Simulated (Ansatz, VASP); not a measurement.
# One calculation of WSe2, two programs

INCAR

```
PREC = Accurate
ENCUT = 520
EDIFF = 1E-6
ISMEAR = 0
SIGMA = 0.05
LREAL = False
LASPH = True
NELM = 100
ALGO = Normal
ISIF = 2
LWAVE = False
LCHARG = False
GGA = PS
NBANDS = 20
```

Contents of KPOINTS:

```
regular mesh
0
Gamma
  12 12 2
```

Contents of POSCAR:

```
WSe2
1.0
    3.3683602588      0.0000000000      0.0000000000
   -1.6841801294      2.9170855532      0.0000000000
    0.0000000000      0.0000000000     17.1610535863
W Se
1 2
Direct
    0.0000000000      0.0000000000      0.0000000000
    0.3333333333      0.6666666667      0.1003992715
    0.3333333333      0.6666666667      0.8996007285
```

Input for Ansatz:

```yaml
crystal:
  lattice:
    - [3.3683602588, 0.0, 0.0]
    - [-1.6841801294, 2.9170855532, 0.0]
    - [0.0, 0.0, 17.1610535863]
  atoms:
    - { symbol: W, position: [0.0, 0.0, 0.0] }
    - { symbol: Se, position: [0.3333333333, 0.6666666667, 0.1003992715] }
    - { symbol: Se, position: [0.3333333333, 0.6666666667, 0.8996007285] }
basis:
  ecutwfc: 420
kpoints:
  mp_grid: { grid: [12, 12, 2] }
hamiltonian:
  xc: pbesol
scf:
  occupations: { method: gaussian, width: 0.05 }
output:
  forces: true
  stress: true
  eigenvalues: true
```

Change from the starting cell: strain +0.030 along x and y, +0.030 along z, atoms carried along.

Alike in both runs: task single point; functional PBEsol; k mesh 12 × 12 × 2; occupations gaussian, width 0.05 eV; no spin polarisation.

|  | VASP | Ansatz |
| --- | --- | --- |
| version | VASP 6.6.1 | Ansatz 0.2.0 |
| potentials or method | VASP PAW PBE potentials, release 64 (W_sv, Se), cutoff 520 eV | scalar-relativistic, plane waves, PAW |
| valence electrons in the cell | 26 | 46 |

```csv
,VASP,Ansatz,Ansatz less VASP
gap on the k mesh at the Fermi level (eV),1.48,1.49,+0.002
least direct gap on the mesh (eV),1.48,1.49,+0.002
rms of the force components (eV/Å),0.617,0.637,+0.0200
```

VASP's potentials were made for PBE, not for PBEsol. Atom by atom the forces differ by 0.020 eV/Å (rms over components). VASP's potentials hold 26 valence electrons a cell and Ansatz's 46, so a difference there can come from the potentials and not from the codes.

Neither program's run includes spin-orbit coupling.
